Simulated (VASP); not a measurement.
# Al (Cm) in VASP: a series of runs

Runs on Al. Level: PBEsol. Tasks: single point.

Program: VASP 6.6.1. These are calculated values, not measurements. Logs are shortened: lines on timing, memory, paths and dates and some standing lists are left out, and cuts for length are marked.

### Step 1. The cell of the first run

Symmetry: Cm, No. 8, monoclinic system. Conventional cell: a = 9.087 Å, b = 6.425 Å, c = 6.425 Å, α = 90.00°, β = 135.00°, γ = 90.00°. Within 2.9 Å of Al (site symmetry m) lie 6 Al at 2.08 to 2.90 Å. Al (site symmetry 1) has 7 Al at 2.08 to 2.78 Å within 2.8 Å. Within 3.6 Å of Al (site symmetry 1) lie 14 Al at 2.71 to 3.22 Å. Within 3.8 Å of Al (site symmetry m) lie 14 Al at 2.78 to 3.80 Å. Al (site symmetry m) has 15 Al at 2.78 to 3.57 Å within 3.7 Å. Within 3.3 Å of Al (site symmetry m) lie 13 Al at 2.32 to 3.21 Å.

### Step 2. Single point, PBEsol (atom 1 (Al) moved by -0.936 Å along [1 0 0] and -0.468 Å along [0 1 0])

Contents of INCAR:

```
SYSTEM = Al
PREC     = Accurate       ! precision mode
ENCUT    = 520            ! plane-wave cutoff, eV
EDIFF    = 1E-6           ! SCF threshold, eV
ISMEAR   = 0              ! smearing method
SIGMA    = 0.15           ! smearing width, eV
LREAL    = .False.        ! projectors in reciprocal space
LASPH    = .True.         ! aspherical terms in the spheres
NELM     = 100            ! most SCF steps
ALGO     = Fast           ! electronic algorithm
ISIF     = 2              ! what is computed and relaxed
LWAVE    = .False.        ! write WAVECAR
LCHARG   = .True.         ! write CHGCAR
GGA      = PS             ! functional
LELF     = .True.         ! ELF
LVHAR    = .True.       
NBANDS   = 22             ! bands
```

Contents of KPOINTS:

```
Automatic mesh
0
Gamma
  10 10 10
  0 0 0
```

Contents of POSCAR:

```
Al
1.0
    3.2126361663      3.2126361663      3.2126361663
   -3.2126361663     -3.2126361663      3.2126361663
    3.2126361663     -3.2126361663     -3.2126361663
Al
8
Direct
   -0.1456747592      0.5728373796      0.4271626204
    0.0000000000      0.0000000000      0.5000000000
    0.0000000000      0.5000000000      0.0000000000
    0.0000000000      0.0000000000      0.0000000000
    0.5000000000      0.5000000000      0.5000000000
    0.5000000000      0.0000000000      0.5000000000
    0.5000000000      0.5000000000      0.0000000000
    0.5000000000      0.0000000000      0.0000000000
```

Potentials or basis: VASP PAW PBE potentials, release 64 (Al).

Launch:

```
$ cat potpaw_PBE.64/Al/POTCAR > POTCAR
$ mpirun -np 1 vasp_std > vasp.out
```

OUTCAR:

```text
SYSTEM = Al
   PREC = Accurate
   ENCUT = 520
   EDIFF = 1E-6
   ISMEAR = 0
   LREAL = .False.
   LASPH = .True.
   NELM = 100
   ISIF = 2
   GGA = PS

 ion  position               nearest neighbor table
   1  0.854  0.573  0.427-   2 2.08   5 2.08   7 2.32   3 2.71   8 2.71   4 2.90   8 3.22   3 3.22

   2  0.000  0.000  0.500-   1 2.08   4 2.78   6 2.78   7 2.78   4 2.78   6 2.78   7 2.78   3 3.21
                             3 3.21   5 3.21   8 3.21   5 3.21   8 3.21
   3  0.000  0.500  0.000-   1 2.71   4 2.78   6 2.78   7 2.78   4 2.78   7 2.78   6 2.78   2 3.21
                             2 3.21   5 3.21   5 3.21   8 3.21   8 3.21   1 3.22
   4  0.000  0.000  0.000-   2 2.78   3 2.78   5 2.78   8 2.78   2 2.78   3 2.78   8 2.78   5 2.78
                             1 2.90   6 3.21   6 3.21   7 3.21   7 3.21
   5  0.500  0.500  0.500-   1 2.08   4 2.78   6 2.78   7 2.78   7 2.78   6 2.78   4 2.78   3 3.21
                             2 3.21   8 3.21   3 3.21   2 3.21   8 3.21
   6  0.500  0.000  0.500-   2 2.78   3 2.78   5 2.78   8 2.78   8 2.78   5 2.78   2 2.78   3 2.78
                             7 3.21   7 3.21   4 3.21   4 3.21
   7  0.500  0.500  0.000-   1 2.32   2 2.78   3 2.78   5 2.78   8 2.78   5 2.78   8 2.78   3 2.78
                             2 2.78   6 3.21   6 3.21   4 3.21   4 3.21
   8  0.500  0.000  0.000-   1 2.71   4 2.78   6 2.78   7 2.78   6 2.78   7 2.78   4 2.78   5 3.21
                             3 3.21   5 3.21   2 3.21   2 3.21   3 3.21   1 3.22

  LATTYP: Found a body centered cubic cell.
 ALAT       =     6.4252723326

  Lattice vectors:

 A1 = (   3.2126361663,   3.2126361663,   3.2126361663)
 A2 = (  -3.2126361663,  -3.2126361663,   3.2126361663)
 A3 = (   3.2126361663,  -3.2126361663,  -3.2126361663)

Analysis of symmetry for initial positions (statically):
=====================================================================
 Subroutine PRICEL returns:
 Original cell was already a primitive cell.

 Routine SETGRP: Setting up the symmetry group for a
 body centered cubic supercell.

 Subroutine GETGRP returns: Found  2 space group operations
 (whereof  2 operations were pure point group operations)
 out of a pool of 48 trial point group operations.

The static configuration has the point symmetry C_1h.

Analysis of symmetry for dynamics (positions and initial velocities):
=====================================================================
 Subroutine PRICEL returns:
 Original cell was already a primitive cell.

 Routine SETGRP: Setting up the symmetry group for a
 body centered cubic supercell.

 Subroutine GETGRP returns: Found  2 space group operations
 (whereof  2 operations were pure point group operations)
 out of a pool of 48 trial point group operations.

The dynamic configuration has the point symmetry C_1h.

 Subroutine INISYM returns: Found  2 space group operations
 (whereof  2 operations are pure point group operations),
 and found     1 'primitive' translations

----------------------------------------------------------------------------------------

                                     Primitive cell

  volume of cell :     132.6309

  direct lattice vectors                    reciprocal lattice vectors
     3.212636166  3.212636166  3.212636166     0.155635427  0.000000000  0.155635427
    -3.212636166 -3.212636166  3.212636166     0.000000000 -0.155635427  0.155635427
     3.212636166 -3.212636166 -3.212636166     0.155635427 -0.155635427  0.000000000

  length of vectors
     5.564449066  5.564449066  5.564449066     0.220101731  0.220101731  0.220101731

  position of ions in fractional coordinates (direct lattice)
     0.854325241  0.572837380  0.427162620
     0.000000000  0.000000000  0.500000000
     0.000000000  0.500000000  0.000000000
     0.000000000  0.000000000  0.000000000
     0.500000000  0.500000000  0.500000000
     0.500000000  0.000000000  0.500000000
     0.500000000  0.500000000  0.000000000
     0.500000000  0.000000000  0.000000000

  ion indices of the primitive-cell ions
   primitive index   ion index
                 1           1
                 2           2
                 3           3
                 4           4
                 5           5
                 6           6
                 7           7
                 8           8

----------------------------------------------------------------------------------------

 KPOINTS: Automatic mesh

Automatic generation of k-mesh.
 Grid dimensions read from file:
 generate k-points for:   10   10   10

 Generating k-lattice:

  Cartesian coordinates                     Fractional coordinates (reciprocal lattice)
     0.015563543  0.000000000  0.015563543     0.100000000  0.000000000  0.000000000
     0.000000000 -0.015563543  0.015563543     0.000000000  0.100000000  0.000000000
     0.015563543 -0.015563543  0.000000000     0.000000000  0.000000000  0.100000000

  Length of vectors
     0.022010173  0.022010173  0.022010173

  Shift w.r.t. Gamma in fractional coordinates (k-lattice)
     0.000000000  0.000000000  0.000000000

 Subroutine IBZKPT returns following result:
 ===========================================

 Found    282 irreducible k-points:

 Following reciprocal coordinates:
            Coordinates               Weight
  0.000000  0.000000  0.000000      1.000000
  0.100000  0.000000  0.000000      4.000000
  0.000000  0.100000  0.000000      4.000000
  0.000000  0.000000  0.100000      2.000000
  0.100000 -0.100000  0.000000      2.000000
  0.200000  0.000000  0.000000      4.000000
[... 16 lines left out ...]
  0.000000  0.100000  0.100000      4.000000
  0.100000  0.000000  0.100000      4.000000
 [... further k-points ...]
   k-points           NKPTS =    282   k-points in BZ     NKDIM =    282   number of bands    NBANDS=     22
   number of dos      NEDOS =    301   number of ions     NIONS =      8
   total plane-waves  NPLWV =  74088
   dimension x,y,z NGX =    42 NGY =   42 NGZ =   42
   dimension x,y,z NGXF=    84 NGYF=   84 NGZF=   84
   ions per type =               8
   NGX,Y,Z   is equivalent  to a cutoff of  12.55, 12.55, 12.55 a.u.
   NGXF,Y,Z  is equivalent  to a cutoff of  25.10, 25.10, 25.10 a.u.
 SYSTEM =  Al
   PREC   = accura    normal or accurate (medium, high low for compatibility)
   ISTART =      0    job   : 0-new  1-cont  2-samecut
   ICHARG =      2    charge: 1-file 2-atom 10-const
   ISPIN  =      1    spin polarized calculation?
   LNONCOLLINEAR =      F non collinear calculations
   LSORBIT =      F    spin-orbit coupling
   LASPH  =      T    aspherical Exc in radial PAW
   ENCUT  =  520.0 eV  38.22 Ry    6.18 a.u.  10.35 10.35 10.35*2*pi/ulx,y,z
   NELM   =    100;   NELMIN=  2; NELMDL= -5     # of ELM steps
   EDIFF  = 0.1E-05   stopping-criterion for ELM
   LREAL  =      F    real-space projection
   EDIFFG = 0.1E-04   stopping-criterion for IOM
   NSW    =      0    number of steps for IOM
   IBRION =     -1    ionic relax: 0-MD 1-quasi-New 2-CG
   NFREE  =      0    steps in history (QN), initial steepest desc. (CG)
   ISIF   =      2    stress and relaxation
   ISYM   =      2    0-nonsym 1-usesym 2-fastsym
   POTIM  = 0.5000    time-step for ionic-motion
   TEBEG  =    0.0;   TEEND  =   0.0 temperature during run
   PSTRESS=    0.0 pullay stress
   NELECT =      24.0000    total number of electrons
   NUPDOWN=      -1.0000    fix difference up-down
   EMIN   =  10.00;   EMAX   =-10.00  energy-range for DOS
   EFERMI =   0.00;   METHOD = LEGACY
   ISMEAR =     0;   SIGMA  =   0.15  broadening in eV -4-tet -1-fermi 0-gaus
   EFERMI_NEDOS =   21; number of points for ismear=-14 and -15
   IALGO  =     68    algorithm
   IMIX   =      4    mixing-type and parameters
     AMIX     =   0.40;   BMIX     =  1.00
     AMIX_MAG =   1.60;   BMIX_MAG =  1.00
  volume/ion in A,a.u.               =      16.58       111.88
  Fermi-wavevector in a.u.,A,eV,Ry     =   0.925970  1.749830 11.665920  0.857421
  Thomas-Fermi vector in A             =   2.051882
   LORBIT       =      0    0 simple, 1 ext, 2 COOP (PROOUT), +10 PAW based schemes
   GGA     = PS    functional components
   LHFCALC =     F    Hartree Fock is set to
   AEXX    =    0.0000 exact exchange contribution
   IVDW    =     0    specifies the selected vdW correction
   LEPSILON=     F    determine dielectric tensor
   LRPA    =     F    only Hartree local field effects (RPA)
 non-spin polarized calculation
 RMM-DIIS sequential band-by-band and
 Gauss-broadening in eV      SIGMA  =   0.15
  energy-cutoff  :      520.00
  volume of cell :      132.63
 maximum number of plane-waves:      3593
 NGX is ok and might be reduce to    42
   NGX = 21   NGY = 21   NGZ = 21

 number of electron      23.9999999 magnetization

 Free energy of the ion-electron system (eV)
  ---------------------------------------------------
  ext. energy  EPLUGINS =         0.00000000
  ---------------------------------------------------
  free energy    TOTEN  =       -28.50656336 eV

  energy without entropy =      -28.47225799  energy(sigma->0) =      -28.48941067

 E-fermi :   7.7959     XC(G=0): -10.1844

 val. band max:        7.7954555485   @ k =   0.2000  -0.2000   0.4000
 cond. band min:       7.7993389814   @ k =   0.5000   0.0000   0.0000
 fundamental gap:      0.0038834329
 Fermi energy:         7.7959345288

 k-point     1 :       0.0000    0.0000    0.0000
  band No.  band energies     occupation
      1      -3.4341      2.00000
      2       2.1481      2.00000
      3       2.8437      2.00000
      4       2.8592      2.00000
      5       3.4092      2.00000
      6       3.4443      2.00000
[... 14 lines left out ...]
     21      15.2278      0.00000
     22      15.2961      0.00000

 k-point     2 :       0.1000    0.0000    0.0000
  band No.  band energies     occupation
      1      -3.3664      2.00000
      2       1.7123      2.00000
      3       2.5336      2.00000
      4       2.6898      2.00000
      5       3.0645      2.00000
      6       3.3737      2.00000
[... 14 lines left out ...]
     21      14.4006      0.00000
     22      14.5709      0.00000

 k-point     3 :       0.0000    0.1000    0.0000
  band No.  band energies     occupation
      1      -3.3656      2.00000
      2       1.6362      2.00000
      3       2.5848      2.00000
      4       2.7946      2.00000
      5       3.0468      2.00000
      6       3.3847      2.00000
[... 14 lines left out ...]
     21      14.2806      0.00000
     22      14.6641      0.00000
[... 476 lines left out ...]
 k-point    23 :       0.0000    0.1000    0.1000
  band No.  band energies     occupation
      1      -3.2269      2.00000
      2       1.0643      2.00000
      3       1.8949      2.00000
      4       2.6513      2.00000
      5       2.8589      2.00000
      6       3.4281      2.00000
[... 14 lines left out ...]
     21      13.7359      0.00000
     22      13.9278      0.00000

 k-point    24 :       0.1000    0.0000    0.1000
  band No.  band energies     occupation
      1      -3.2294      2.00000
      2       1.1673      2.00000
      3       1.8091      2.00000
      4       2.6836      2.00000
      5       2.9003      2.00000
      6       3.0793      2.00000
[... 14 lines left out ...]
     21      13.7944      0.00000
     22      13.9772      0.00000

 [... further k-points ...]

------------------------ aborting loop because EDIFF is reached ----------------------------------------

  FORCE on cell =-STRESS in cart. coord.  units (eV):
  Direction    XX          YY          ZZ          XY          YZ          ZX
  --------------------------------------------------------------------------------------
  -------------------------------------------------------------------------------------
  Total        6.0615388      7.0304207     13.9495027      3.5898871      0.0000000      0.0000000
  in kB       73.2232237     84.9272907    168.5096140     43.3657382      0.0000000      0.0000000
  external PRESSURE =     108.8867095 kB  Pullay stress =       0.0000000 kB

 VOLUME and BASIS-vectors are now :
 -----------------------------------------------------------------------------
  energy-cutoff  :      520.00
  volume of cell :      132.63
      direct lattice vectors                 reciprocal lattice vectors
     3.212636166  3.212636166  3.212636166     0.155635427  0.000000000  0.155635427
    -3.212636166 -3.212636166  3.212636166     0.000000000 -0.155635427  0.155635427
     3.212636166 -3.212636166 -3.212636166     0.155635427 -0.155635427  0.000000000

 POSITION                                       TOTAL-FORCE (eV/Angst)
 -----------------------------------------------------------------------------------
      2.27664     -0.46800      3.21264         6.557499      5.730986      0.000000
      1.60632     -1.60632     -1.60632        -2.088854     -3.414405      4.819478
     -1.60632     -1.60632      1.60632        -0.032156      0.367370      0.233341
      0.00000      0.00000      0.00000        -0.101890      0.030461     -0.000000
      1.60632     -1.60632      1.60632        -2.088854     -3.414405     -4.819478
      3.21264      0.00000      0.00000        -0.056760      0.000621      0.000000
      0.00000      0.00000      3.21264        -2.156828      0.332002      0.000000
      1.60632      1.60632      1.60632        -0.032156      0.367370     -0.233341
 -----------------------------------------------------------------------------------
    total drift:                                0.000046      0.000013     -0.000000

  FREE ENERGIE OF THE ION-ELECTRON SYSTEM (eV)
  ---------------------------------------------------
  free  energy   TOTEN  =       -28.5065633577 eV

  energy  without entropy=      -28.4722579920  energy(sigma->0) =      -28.48941067
```

It took 5.7 min on 1 thread of Intel Xeon 6975P-C (Granite Rapids), shared host; peak memory 0.65 GiB.

What came out:

| Item | Value |
| --- | --- |
| Free energy | -28.5066 eV |
| Pressure | 10.9 GPa |
| Largest force | 8.709 eV/Å |
| Band gap on the k mesh | zero (bands 12 and 13 overlap by 3.46 eV) |

Forces on the atoms (eV/Å):
```
Al   6.557  5.731  0.000
Al  -2.089 -3.414  4.819
Al  -0.032  0.367  0.233
Al  -0.102  0.030  0.000
Al  -2.089 -3.414 -4.819
Al  -0.057  0.001  0.000
Al  -2.157  0.332  0.000
Al  -0.032  0.367 -0.233
```

Caveat: the cell differs from its parent crystal (atom 1 (Al) moved by -0.936 Å along [1 0 0] and -0.468 Å along [0 1 0]); the cell stands under pressure; the PAW data sets were made with another functional, which shifts forces and pressure a little.

[end of part 1 of 2]
